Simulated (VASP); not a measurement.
Here is a VASP 6.6.1 calculation.

Contents of POSCAR:

```
Pt
1.0
    0.0000000000      1.9609000000      1.9609000000
    1.9609000000      0.0000000000      1.9609000000
    1.9609000000      1.9609000000      0.0000000000
Pt
1
Direct
    0.0000000000      0.0000000000      0.0000000000
```

Contents of INCAR.step1:

```
SYSTEM = Pt
PREC     = Accurate       ! precision mode
ENCUT    = 520            ! plane-wave cutoff, eV
ISMEAR   = -1             ! smearing method
SIGMA    = 0.05           ! smearing width, eV
LREAL    = .FALSE.        ! projectors in reciprocal space
LASPH    = .TRUE.         ! aspherical terms in the spheres
NELM     = 60             ! most SCF steps
NBANDS   = 11             ! bands
GGA      = PE             ! functional
ALGO     = Normal         ! electronic algorithm
EDIFF    = 1E-4           ! SCF threshold, eV
LWAVE    = .TRUE.         ! write WAVECAR
LCHARG   = .FALSE.        ! write CHGCAR
```

The input INCAR.step2:

```
SYSTEM = Pt
PREC     = Accurate       ! precision mode
ENCUT    = 520            ! plane-wave cutoff, eV
EDIFF    = 1E-6           ! SCF threshold, eV
ISMEAR   = -1             ! smearing method
SIGMA    = 0.05           ! smearing width, eV
LREAL    = .FALSE.        ! projectors in reciprocal space
LASPH    = .TRUE.         ! aspherical terms in the spheres
NELM     = 60             ! most SCF steps
ALGO     = Normal         ! electronic algorithm
ISIF     = 2              ! what is computed and relaxed
LWAVE    = .FALSE.        ! write WAVECAR
LCHARG   = .TRUE.         ! write CHGCAR
METAGGA  = R2SCAN         ! meta-GGA
LMIXTAU  = .TRUE.       
LELF     = .TRUE.         ! ELF
LVHAR    = .TRUE.       
NBANDS   = 11             ! bands
ISTART   = 1
```

The input KPOINTS:

```
Automatic mesh
0
G
  10 10 10
  0 0 0
```

Potentials or basis: VASP PAW PBE potentials, release 64 (Pt).

Launch:

```bash
$ cat potpaw_PBE.64/Pt/POTCAR > POTCAR
$ cp INCAR.step1 INCAR
$ mpirun -np 1 vasp_std > vasp.out
$ cp INCAR.step2 INCAR
$ mpirun -np 1 vasp_std > vasp.out
```

**Question.** Estimate the band gap on the k mesh.

**Answer.** Zero (band 5 reaches 11.55 eV, above the bottom of band 6 at 9.19 eV).

**Question.** Estimate the pressure.

**Answer.** 4.9 GPa.

Caveat: the PAW data sets were made with another functional, which shifts forces and pressure a little; spin-orbit coupling is left out, which moves the levels of the heavy elements.
